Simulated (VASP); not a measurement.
Runs of VASP 6.6.1 on MgS. The structure is that of space group Fm-3m (No. 225), or close to it. The cells are those of the table. 

```csv
cell,gap on the mesh (eV),pressure (GPa)
"a = 3.698 Å, angles 59.3°, 2 atoms",2.65,-1.1
"a = 3.661 Å, angles 60.7°, 2 atoms",2.61,-1.1
"a = 3.716, b = 3.716, c = 3.679 Å, angles 60.3, 60.3, 59.3°, 2 atoms",2.58,-2.5
"a = 3.716 Å, angles 58.7°, 2 atoms",2.59,-1.1
"a = 3.643 Å, angles 61.3°, 2 atoms",2.51,-1.1
"a = 3.698, b = 3.698, c = 3.679 Å, angles 60.2, 60.2, 59.7°, 2 atoms",(a),(b)
"a = 3.698, b = 3.698, c = 3.716 Å, angles 59.8, 59.8, 60.3°, 2 atoms",(c),-2.5
```

Alike in all rows: task electric field gradients; level PBEsol; potentials or basis VASP PAW PBE potentials, release 64 (Mg, S); no spin polarisation; k mesh 10 × 10 × 10; cutoff (eV) 520; smearing fermi-dirac 0.03 eV.

Question: Fill in the values left out.

Answer: (a) 2.64; (b) -1.8; (c) 2.62.

Caveats: the PAW data sets were made with another functional, which shifts forces and pressure a little.

A k mesh can miss the band edges.
